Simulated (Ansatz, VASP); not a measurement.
One calculation of B, two programs

```
B
1.0
     0.92583   -2.92823    0.00000
     0.92583    2.92823    0.00000
     0.00000    0.00000    4.85344
B
4
Direct
  0.62968 0.37032 0.58373
  0.87032 0.12968 0.08373
  0.12968 0.87032 0.91627
  0.37032 0.62968 0.41627
```

Change from the starting cell: the structure that the rattled lonsdaleite type (P6_3/mmc, No. 194) fell into.

Alike in both runs: functional PBEsol; k mesh 26 × 26 × 10; occupations gaussian, width 0.1 eV; no spin polarisation.

Ansatz relaxed the structure, and its values are those at the end. VASP's run is a single point on that final structure, the one shown.

|  | VASP | Ansatz |
| --- | --- | --- |
| version | VASP 6.6.1 | Ansatz 0.2.0 |
| potentials or method | VASP PAW PBE potentials, release 64 (B), cutoff 520 eV | scalar-relativistic, plane waves, PAW |
| valence electrons in the cell | 12 | 12 |

```csv
,VASP,Ansatz,Ansatz less VASP
gap on the k mesh at the Fermi level (eV),none,none,-
pressure (GPa),0.3,0.0,-0.31
rms of the force components (eV/Å),0.005,0.000,-0.0047
```

VASP's potentials were made for PBE, not for PBEsol. A gap of «none» marks a metal or a gap that the smearing closes.
